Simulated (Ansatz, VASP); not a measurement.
**One calculation of PtS2, two programs**

```
CELL_PARAMETERS angstrom
3.74044 0.00000 0.00000
-1.87022 3.23932 0.00000
0.00000 0.00000 4.52140
ATOMIC_POSITIONS crystal
Pt 0.00000 0.00000 0.00000
S 0.33333 0.66667 0.25000
S 0.66667 0.33333 0.75000
```

Alike in both runs: task single point; functional LDA; k mesh 12 × 12 × 8; occupations gaussian, width 0.05 eV; no spin polarisation.

```csv
,VASP,Ansatz
version,VASP 6.6.1,Ansatz 0.2.0
potentials or method,"VASP PAW LDA potentials, release 64 (Pt, S), cutoff 520 eV","scalar-relativistic, plane waves, PAW"
valence electrons in the cell,22,30
```

|  | VASP | Ansatz | Ansatz less VASP |
| --- | --- | --- | --- |
| gap on the k mesh at the Fermi level (eV) | none | none | - |
| pressure (GPa) | -11.3 | -11.3 | +0.01 |
| traceless stress, the component that is largest in VASP (GPa) | 6.97 | 6.96 | -0.005 |
| rms of the force components (eV/Å) | 0.143 | 0.144 | +0.0011 |

LDA's correlation is that of Perdew and Zunger in VASP and of Perdew and Wang (1992) in Ansatz. Atom by atom the forces differ by 0.001 eV/Å (rms over components). A gap of «none» marks a metal or a gap that the smearing closes. VASP's potentials hold 22 valence electrons a cell and Ansatz's 30, so a difference there can come from the potentials and not from the codes.

Neither program's run includes spin-orbit coupling.
